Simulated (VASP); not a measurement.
Wanted: the native input for a VASP 6.6.1 run.

```
Task                   : single point
Functional             : r2SCAN
Potentials or basis    : VASP PAW PBE potentials, release 64 (Re)
Cutoff                 : 520 eV
k mesh                 : 7 × 7 × 1
Occupations            : methfessel-paxton, width 0.05 eV
Spin                   : no spin polarisation
Dipole correction      : yes
Electric field (eV/Å)  : -0.1 eV/Å
Further INCAR settings : ALGO = Normal; EDIFF = 1e-06; NBANDS = 14; EFIELD = -0.1
```

The system is Re, a slab with vacuum.

```
Re
1.0
     2.79307    0.00000    0.00000
     1.39654    2.41887    0.00000
     0.00000    0.00000   16.28053
Re
2
Direct
  0.00000 0.00000 0.42996
  0.33333 0.33333 0.57004
```

One way to write it, as run:

POSCAR

```
Re
1.0
    2.7930717857      0.0000000000      0.0000000000
    1.3965358928      2.4188711210      0.0000000000
    0.0000000000      0.0000000000     16.2805335633
Re
2
Direct
    0.0000000000      0.0000000000      0.4299613384
    0.3333333333      0.3333333333      0.5700386616
```

INCAR.step1

```
PREC = Accurate
ENCUT = 520
ISMEAR = 1
SIGMA = 0.05
LREAL = False
LASPH = True
NELM = 80
LDIPOL = True
IDIPOL = 3
DIPOL = 0.5 0.5 0.500
NBANDS = 14
EFIELD = -0.1
GGA = PE
ALGO = Normal
EDIFF = 1E-4
LWAVE = True
LCHARG = False
```

INCAR.step2

```
PREC = Accurate
ENCUT = 520
EDIFF = 1E-6
ISMEAR = 1
SIGMA = 0.05
LREAL = False
LASPH = True
NELM = 80
ALGO = Normal
ISIF = 2
LWAVE = False
LCHARG = True
LDIPOL = True
IDIPOL = 3
DIPOL = 0.5 0.5 0.500
METAGGA = R2SCAN
LMIXTAU = True
LELF = True
LVHAR = True
LVACPOTAV = True
NBANDS = 14
EFIELD = -0.1
ISTART = 1
```

KPOINTS

```
Automatic mesh
0
Gamma
  7 7 1
```

Potentials or basis: VASP PAW PBE potentials, release 64 (Re).

Command:

```bash
$ cat potpaw_PBE.64/Re/POTCAR > POTCAR
$ cp INCAR.step1 INCAR
$ mpirun -np 1 vasp_std > vasp.out
$ cp INCAR.step2 INCAR
$ mpirun -np 1 vasp_std > vasp.out
```

It gave:

```
Largest force          : 2.429 eV/Å
Band gap on the k mesh : zero (bands 7 and 8 overlap by 1.28 eV)
```

Caveat: the k points lie up to 0.37 Å⁻¹ apart, too coarse for converged energies and pressures of a metal; the PAW data sets were made with another functional, which shifts forces and pressure a little; spin-orbit coupling is left out, which moves the levels of the heavy elements.

It took 3.4 min on 1 thread of AMD EPYC 7R13, with other jobs on the host, peak memory 0.24 GiB.
